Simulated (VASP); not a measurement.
Crystal: Se.

```
CELL_PARAMETERS angstrom
4.39512 0.00000 0.00000
-2.19756 3.80628 0.00000
0.00000 0.00000 4.98641
ATOMIC_POSITIONS crystal
Se 0.77460 0.77460 0.00000
Se 0.00000 0.22540 0.66667
Se 0.22540 0.00000 0.33333
```

This cell differs from its parent crystal: volume scaled by 1.02.

Base run:

| Quantity | Value |
| --- | --- |
| Program | VASP 6.6.1 |
| Functional | PBEsol |
| Potentials or basis | VASP PAW PBE potentials, release 64 (Se) |
| Cutoff | 520 eV |
| k mesh | 7 × 7 × 6 |
| Occupations | fermi-dirac, width 0.05 eV |
| Spin | no spin polarisation |

Its results: band gap on the k mesh 1.15 eV, indirect (least direct gap 1.41 eV); pressure -0.7 GPa; largest force 0.128 eV/Å.

After a change of settings the same cell gave: band gap on the k mesh 1.42 eV, indirect (least direct gap 1.67 eV); pressure -0.7 GPa; largest force 0.141 eV/Å. Which change was it?
A. functional from PBEsol to r2SCAN; dispersion from none to D3(BJ)
B. functional from PBEsol to r2SCAN
C. functional from PBEsol to LDA; potentials or basis from VASP PAW PBE potentials, release 64 (Se) to VASP PAW LDA potentials, release 64 (Se)

A.

Caveats: the PAW data sets were made with another functional, which shifts forces and pressure a little.
